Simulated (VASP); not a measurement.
# CuAu (P4/mmm) in VASP: a series of runs

CuAu is run at these levels: PBEsol; tasks: single point.

Everything below comes from runs of VASP 6.6.1. Logs are shortened: lines on timing, memory, paths and dates and some standing lists are left out, and cuts for length are marked.

**1. The cell of the first run**

The structure is tetragonal, space group P4/mmm (No. 123). The conventional cell has a = 2.884 Å, b = 2.884 Å, c = 3.780 Å, α = 90.00°, β = 90.00°, γ = 90.00°. Cu (site symmetry 4/mmm) has 8 Au at 2.78 Å and 4 Cu at 2.88 Å within 3.7 Å. Within 3.7 Å of Au (site symmetry 4/mmm) lie 8 Cu at 2.78 Å and 4 Au at 2.88 Å.

**2. Single point, PBEsol (strain +0.030 along x and y, +0.030 along z)**

Contents of INCAR:

```
ALGO     = Fast           # electronic algorithm
EDIFF    = 1E-6           # SCF threshold, eV
ENCUT    = 520            # plane-wave cutoff, eV
GGA      = PS             # functional
ISIF     = 2              # what is computed and relaxed
ISMEAR   = 0              # smearing method
LASPH    = True           # aspherical terms in the spheres
LCHARG   = False          # write CHGCAR
LREAL    = False          # projectors in reciprocal space
LWAVE    = False          # write WAVECAR
NBANDS   = 18             # bands
NELM     = 100            # most SCF steps
PREC     = Accurate       # precision mode
SIGMA    = 0.15           # smearing width, eV
```

Contents of KPOINTS:

```
k-points
0
Gamma
  18 18 14
```

Contents of POSCAR:

```
CuAu
1.0
    2.8840000000      0.0000000000      0.0000000000
    0.0000000000      2.8840000000      0.0000000000
    0.0000000000      0.0000000000      3.7801000000
Cu Au
1 1
Direct
    0.5000000000      0.5000000000      0.5000000000
    0.0000000000      0.0000000000      0.0000000000
```

Potentials or basis: VASP PAW PBE potentials, release 64 (Cu, Au).

On the command line:

```console
> cat potpaw_PBE.64/Cu/POTCAR potpaw_PBE.64/Au/POTCAR > POTCAR
> mpirun -np 1 vasp_std > vasp.out
```

OUTCAR:

```text
EDIFF = 1E-6
   ENCUT = 520
   GGA = PS
   ISIF = 2
   ISMEAR = 0
   LASPH = True
   LREAL = False
   NELM = 100
   PREC = Accurate

 ion  position               nearest neighbor table
   1  0.500  0.500  0.500-   2 2.78   2 2.78   2 2.78   2 2.78   2 2.78   2 2.78   2 2.78   2 2.78

   2  0.000  0.000  0.000-   1 2.78   1 2.78   1 2.78   1 2.78   1 2.78   1 2.78   1 2.78   1 2.78

  LATTYP: Found a simple tetragonal cell.
 ALAT       =     2.8840000000
 C/A-ratio  =     1.3107142857

  Lattice vectors:

 A1 = (   2.8840000000,   0.0000000000,   0.0000000000)
 A2 = (   0.0000000000,   2.8840000000,   0.0000000000)
 A3 = (   0.0000000000,   0.0000000000,   3.7801000000)

Analysis of symmetry for initial positions (statically):
=====================================================================
 Subroutine PRICEL returns:
 Original cell was already a primitive cell.

 Routine SETGRP: Setting up the symmetry group for a
 simple tetragonal supercell.

 Subroutine GETGRP returns: Found 16 space group operations
 (whereof 16 operations were pure point group operations)
 out of a pool of 16 trial point group operations.

The static configuration has the point symmetry D_4h.

Analysis of symmetry for dynamics (positions and initial velocities):
=====================================================================
 Subroutine PRICEL returns:
 Original cell was already a primitive cell.

 Routine SETGRP: Setting up the symmetry group for a
 simple tetragonal supercell.

 Subroutine GETGRP returns: Found 16 space group operations
 (whereof 16 operations were pure point group operations)
 out of a pool of 16 trial point group operations.

The dynamic configuration has the point symmetry D_4h.

 Subroutine INISYM returns: Found 16 space group operations
 (whereof 16 operations are pure point group operations),
 and found     1 'primitive' translations

----------------------------------------------------------------------------------------

                                     Primitive cell

  volume of cell :      31.4408

  direct lattice vectors                    reciprocal lattice vectors
     2.884000000  0.000000000  0.000000000     0.346740638  0.000000000  0.000000000
     0.000000000  2.884000000  0.000000000     0.000000000  0.346740638  0.000000000
     0.000000000  0.000000000  3.780100000     0.000000000  0.000000000  0.264543266

  length of vectors
     2.884000000  2.884000000  3.780100000     0.346740638  0.346740638  0.264543266

  position of ions in fractional coordinates (direct lattice)
     0.500000000  0.500000000  0.500000000
     0.000000000  0.000000000  0.000000000

  ion indices of the primitive-cell ions
   primitive index   ion index
                 1           1
                 2           2

----------------------------------------------------------------------------------------

 KPOINTS: k-points

Automatic generation of k-mesh.
 Grid dimensions read from file:
 generate k-points for:   18   18   14

 Generating k-lattice:

  Cartesian coordinates                     Fractional coordinates (reciprocal lattice)
     0.019263369  0.000000000  0.000000000     0.055555556  0.000000000  0.000000000
     0.000000000  0.019263369  0.000000000     0.000000000  0.055555556  0.000000000
     0.000000000  0.000000000  0.018895948     0.000000000  0.000000000  0.071428571

  Length of vectors
     0.019263369  0.019263369  0.018895948

  Shift w.r.t. Gamma in fractional coordinates (k-lattice)
     0.000000000  0.000000000  0.000000000

 Subroutine IBZKPT returns following result:
 ===========================================

 Found    440 irreducible k-points:

 Following reciprocal coordinates:
            Coordinates               Weight
  0.000000  0.000000  0.000000      1.000000
  0.055556  0.000000  0.000000      4.000000
  0.111111  0.000000  0.000000      4.000000
  0.166667  0.000000  0.000000      4.000000
  0.222222  0.000000  0.000000      4.000000
  0.277778  0.000000  0.000000      4.000000
[... 16 lines left out ...]
  0.277778  0.111111  0.000000      8.000000
  0.333333  0.111111  0.000000      8.000000
 [... further k-points ...]
   k-points           NKPTS =    440   k-points in BZ     NKDIM =    440   number of bands    NBANDS=     18
   number of dos      NEDOS =    301   number of ions     NIONS =      2
   total plane-waves  NPLWV =  16128
   dimension x,y,z NGX =    24 NGY =   24 NGZ =   28
   dimension x,y,z NGXF=    48 NGYF=   48 NGZF=   56
   ions per type =               1   1
   NGX,Y,Z   is equivalent  to a cutoff of  13.83, 13.83, 12.31 a.u.
   NGXF,Y,Z  is equivalent  to a cutoff of  27.67, 27.67, 24.63 a.u.
 SYSTEM =  unknown system
   PREC   = accura    normal or accurate (medium, high low for compatibility)
   ISTART =      0    job   : 0-new  1-cont  2-samecut
   ICHARG =      2    charge: 1-file 2-atom 10-const
   ISPIN  =      1    spin polarized calculation?
   LNONCOLLINEAR =      F non collinear calculations
   LSORBIT =      F    spin-orbit coupling
   LASPH  =      T    aspherical Exc in radial PAW
   ENCUT  =  520.0 eV  38.22 Ry    6.18 a.u.   5.36  5.36  7.03*2*pi/ulx,y,z
   NELM   =    100;   NELMIN=  2; NELMDL= -5     # of ELM steps
   EDIFF  = 0.1E-05   stopping-criterion for ELM
   LREAL  =      F    real-space projection
   EDIFFG = 0.1E-04   stopping-criterion for IOM
   NSW    =      0    number of steps for IOM
   IBRION =     -1    ionic relax: 0-MD 1-quasi-New 2-CG
   NFREE  =      0    steps in history (QN), initial steepest desc. (CG)
   ISIF   =      2    stress and relaxation
   ISYM   =      2    0-nonsym 1-usesym 2-fastsym
   POTIM  = 0.5000    time-step for ionic-motion
   TEBEG  =    0.0;   TEEND  =   0.0 temperature during run
   PSTRESS=    0.0 pullay stress
   NELECT =      22.0000    total number of electrons
   NUPDOWN=      -1.0000    fix difference up-down
   EMIN   =  10.00;   EMAX   =-10.00  energy-range for DOS
   EFERMI =   0.00;   METHOD = LEGACY
   ISMEAR =     0;   SIGMA  =   0.15  broadening in eV -4-tet -1-fermi 0-gaus
   EFERMI_NEDOS =   21; number of points for ismear=-14 and -15
   IALGO  =     68    algorithm
   IMIX   =      4    mixing-type and parameters
     AMIX     =   0.40;   BMIX     =  1.00
     AMIX_MAG =   1.60;   BMIX_MAG =  1.00
  volume/ion in A,a.u.               =      15.72       106.09
  Fermi-wavevector in a.u.,A,eV,Ry     =   1.453398  2.746523 28.740467  2.112365
  Thomas-Fermi vector in A             =   2.570669
   LORBIT       =      0    0 simple, 1 ext, 2 COOP (PROOUT), +10 PAW based schemes
   GGA     = PS    functional components
   LHFCALC =     F    Hartree Fock is set to
   AEXX    =    0.0000 exact exchange contribution
   IVDW    =     0    specifies the selected vdW correction
   LEPSILON=     F    determine dielectric tensor
   LRPA    =     F    only Hartree local field effects (RPA)
 non-spin polarized calculation
 RMM-DIIS sequential band-by-band and
 Gauss-broadening in eV      SIGMA  =   0.15
  energy-cutoff  :      520.00
  volume of cell :       31.44
 maximum number of plane-waves:       864
 NGX is ok and might be reduce to    24
   NGX = 11   NGY = 11   NGZ = 15

 number of electron      21.9999991 magnetization

 Free energy of the ion-electron system (eV)
  ---------------------------------------------------
  ext. energy  EPLUGINS =         0.00000000
  ---------------------------------------------------
  free energy    TOTEN  =        -8.22700834 eV

  energy without entropy =       -8.21994881  energy(sigma->0) =       -8.22347857

 E-fermi :   7.4363     XC(G=0): -12.3888

 val. band max:        7.4340014189   @ k =   0.2778   0.0000   0.3571
 cond. band min:       7.4443568538   @ k =   0.3889   0.3889   0.2143
 fundamental gap:      0.0103554349
 Fermi energy:         7.4363466749

 k-point     1 :       0.0000    0.0000    0.0000
  band No.  band energies     occupation
      1      -1.6712      2.00000
      2       1.4320      2.00000
      3       1.5796      2.00000
      4       3.6921      2.00000
      5       3.6921      2.00000
      6       4.6271      2.00000
[... 10 lines left out ...]
     17      23.4517      0.00000
     18      24.6666      0.00000

 k-point     2 :       0.0556    0.0000    0.0000
  band No.  band energies     occupation
      1      -1.6035      2.00000
      2       1.4663      2.00000
      3       1.6150      2.00000
      4       3.6525      2.00000
      5       3.7068      2.00000
      6       4.5988      2.00000
[... 10 lines left out ...]
     17      23.9849      0.00000
     18      24.6831      0.00000

 k-point     3 :       0.1111    0.0000    0.0000
  band No.  band energies     occupation
      1      -1.4039      2.00000
      2       1.5502      2.00000
      3       1.7359      2.00000
      4       3.5366      2.00000
      5       3.7502      2.00000
      6       4.5164      2.00000
[... 10 lines left out ...]
     17      24.6520      0.00000
     18      25.4151      0.00000

 k-point     4 :       0.1667    0.0000    0.0000
  band No.  band energies     occupation
      1      -1.0830      2.00000
      2       1.6578      2.00000
      3       1.9553      2.00000
      4       3.3559      2.00000
      5       3.8200      2.00000
      6       4.3880      2.00000
[... 375 lines left out ...]
      4       3.1148      2.00000
      5       3.6911      2.00000
      6       4.0567      2.00000
[... 10 lines left out ...]
     17      23.6618      0.00000
     18      26.2896      0.00000

 k-point    23 :       0.2778    0.1111    0.0000
  band No.  band energies     occupation
      1       0.0891      2.00000
      2       2.1180      2.00000
      3       2.6008      2.00000
      4       2.8773      2.00000
      5       3.7194      2.00000
      6       3.9130      2.00000
[... 10 lines left out ...]
     17      22.4531      0.00000
     18      25.2681      0.00000

 k-point    24 :       0.3333    0.1111    0.0000
  band No.  band energies     occupation
      1       0.6044      2.00000
      2       2.2644      2.00000
      3       2.6603      2.00000
      4       2.8104      2.00000
      5       3.7401      2.00000
      6       3.8758      2.00000
[... 10 lines left out ...]
     17      21.2019      0.00000
     18      24.1253      0.00000

 [... further k-points ...]

------------------------ aborting loop because EDIFF is reached ----------------------------------------

  FORCE on cell =-STRESS in cart. coord.  units (eV):
  Direction    XX          YY          ZZ          XY          YZ          ZX
  --------------------------------------------------------------------------------------
  -------------------------------------------------------------------------------------
  Total       -2.5585994     -2.5585994     -2.6065536      0.0000000     -0.0000000      0.0000000
  in kB     -130.3824289   -130.3824289   -132.8261047      0.0000000     -0.0000000      0.0000000
  external PRESSURE =    -131.1969875 kB  Pullay stress =       0.0000000 kB

 VOLUME and BASIS-vectors are now :
 -----------------------------------------------------------------------------
  energy-cutoff  :      520.00
  volume of cell :       31.44
      direct lattice vectors                 reciprocal lattice vectors
     2.884000000  0.000000000  0.000000000     0.346740638  0.000000000  0.000000000
     0.000000000  2.884000000  0.000000000     0.000000000  0.346740638  0.000000000
     0.000000000  0.000000000  3.780100000     0.000000000  0.000000000  0.264543266

 POSITION                                       TOTAL-FORCE (eV/Angst)
 -----------------------------------------------------------------------------------
      1.44200      1.44200      1.89005         0.000000      0.000000      0.000000
      0.00000      0.00000      0.00000         0.000000      0.000000      0.000000
 -----------------------------------------------------------------------------------
    total drift:                                0.000000      0.000000     -0.000000

  FREE ENERGIE OF THE ION-ELECTRON SYSTEM (eV)
  ---------------------------------------------------
  free  energy   TOTEN  =        -8.2270083378 eV

  energy  without entropy=       -8.2199488107  energy(sigma->0) =       -8.22347857
```

Wall time 2.5 min (1 thread of AMD EPYC 9R14 (Zen 4), shared host); peak memory 0.33 GiB.

Results:

| Quantity | Value |
| --- | --- |
| Free energy | -8.2270 eV |
| Pressure | -13.1 GPa |
| Band gap on the k mesh | zero (band 11 reaches 12.47 eV, above the bottom of band 12 at 5.63 eV) |

Levels at points of the mesh, in eV from the Fermi level:
```tsv
k point	band 8	band 9	band 10	band 11	band 12	band 13	band 14	band 15
(0.00, 0.00, 0.00)	-1.97	-1.58	-1.40	-1.40	2.16	7.33	9.67	9.67
(0.50, 0.00, 0.00)	-2.66	-2.18	-2.00	-0.81	-0.26	9.06	9.06	10.59
(0.50, 0.50, 0.00)	-1.51	-1.31	-1.31	0.81	0.81	4.60	6.24	9.83
(0.00, 0.00, 0.50)	-2.61	-2.12	-2.12	-2.12	-1.81	13.98	13.98	14.03
(0.50, 0.00, 0.50)	-1.59	-1.49	-1.47	-0.80	-0.77	2.30	3.95	15.55
(0.50, 0.50, 0.50)	-1.94	-1.65	-1.51	5.03	5.27	5.27	5.49	6.65
```

Caveat: the cell differs from its parent crystal (strain +0.030 along x and y, +0.030 along z); the PAW data sets were made with another functional, which shifts forces and pressure a little; spin-orbit coupling is left out, which moves the levels of the heavy elements.

**3. Single point, PBEsol (strain +0.030 along x and y, -0.030 along z)**

Contents of INCAR:

```
PREC = Accurate
ENCUT = 520
EDIFF = 1E-6
ISMEAR = 0
SIGMA = 0.15
LREAL = False
LASPH = True
NELM = 80
ALGO = Fast
ISIF = 2
LWAVE = False
LCHARG = False
GGA = PS
NBANDS = 18
```

Contents of KPOINTS:

```
Automatic mesh
0
Gamma
  18 18 14
```

POSCAR, as its differences from that of step 2:

```diff
@@ -4,3 +4,3 @@
     0.0000000000      2.8840000000      0.0000000000
-    0.0000000000      0.0000000000      3.7801000000
+    0.0000000000      0.0000000000      3.5599000000
 Cu Au
```

Potentials or basis: VASP PAW PBE potentials, release 64 (Cu, Au).

On the command line:

```console
> cat potpaw_PBE.64/Cu/POTCAR potpaw_PBE.64/Au/POTCAR > POTCAR
> mpirun -np 1 vasp_std > vasp.out
```

It took 93 s on 1 thread of Intel Xeon 6975P-C (Granite Rapids), shared host; peak memory 0.35 GiB.

The run converged. Its results:

```
Free energy            : -8.3357 eV
Pressure               : -6.3 GPa
Band gap on the k mesh : zero (band 11 reaches 13.28 eV, above the bottom of band 12 at 6.26 eV)
```

Stress tensor (GPa, compression positive):
```
-6.65  0.00  0.00
 0.00 -6.65  0.00
 0.00  0.00 -5.67
```

Levels at points of the mesh, in eV from the Fermi level:
```
           k point  band 9  band 10  band 11  band 12  band 13  band 14
(0.00, 0.00, 0.00)   -1.66    -1.46    -1.46     2.96     8.95     9.17
(0.50, 0.00, 0.00)   -2.41    -2.21    -1.02    -0.49    10.04    10.07
(0.50, 0.50, 0.00)   -1.31    -1.31     0.33     0.33     4.44     6.35
(0.00, 0.00, 0.50)   -2.36    -2.36    -2.17    -2.02    13.84    14.06
(0.50, 0.00, 0.50)   -1.51    -1.46    -0.99    -0.98     2.50     4.45
(0.50, 0.50, 0.50)   -1.84    -1.69     5.00     5.42     5.42     5.53
```

Caveat: the cell differs from its parent crystal (strain +0.030 along x and y, -0.030 along z); the PAW data sets were made with another functional, which shifts forces and pressure a little; spin-orbit coupling is left out, which moves the levels of the heavy elements.

(Part 1 of 2 ends here.)
